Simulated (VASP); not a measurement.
Wanted: the native input for a VASP 6.6.1 run.

| Property | Result |
| --- | --- |
| Task | single point |
| Functional | PBE |
| Potentials or basis | VASP PAW PBE potentials, release 64 (Al, N) |
| Cutoff | 520 eV |
| k mesh | 10 × 10 × 10 |
| Occupations | fermi-dirac, width 0.02 eV |
| Spin | no spin polarisation |
| Dipole correction | no |
| Further INCAR settings | ALGO = Normal; EDIFF = 1e-06; NBANDS = 11 |

The structure of AlN lies in POSCAR:

```
AlN
1.0
    0.0173609961      2.0134162281      2.0134162281
    2.0134162281      0.0173609961      2.0134162281
    2.0134162281      2.0134162281      0.0173609961
Al N
1 1
Direct
    0.0000000000      0.0000000000      0.0000000000
    0.5000000000      0.5000000000      0.5000000000
```

This cell differs from its parent crystal: epitaxial 111 strain -1.1%.

One way to write it, as run:

INCAR

```
PREC = Accurate ; ENCUT = 520
EDIFF = 1E-6 ; ISMEAR = -1
SIGMA = 0.02 ; LREAL = F
LASPH = T ; NELM = 80
ALGO = Normal ; ISIF = 2
LWAVE = F ; LCHARG = T
GGA = PE ; LELF = T
LVHAR = T ; NBANDS = 11
```

KPOINTS

```
regular mesh
0
Gamma
  10 10 10
```

Potentials or basis: VASP PAW PBE potentials, release 64 (Al, N).

Launch:

```bash
$ cat potpaw_PBE.64/Al/POTCAR potpaw_PBE.64/N/POTCAR > POTCAR
$ mpirun -np 1 vasp_std > vasp.out
```

Results of the run:

```
Pressure               : 12.2 GPa
Band gap on the k mesh : 4.74 eV (least direct gap 5.98 eV)
```

Caveat: the cell differs from its parent crystal (epitaxial 111 strain -1.1%); the cell stands under pressure.

Wall time 25 s on 1 thread of AMD EPYC 7R43 64-Core Processor (Zen 3) (shared host), peak memory 0.11 GiB.
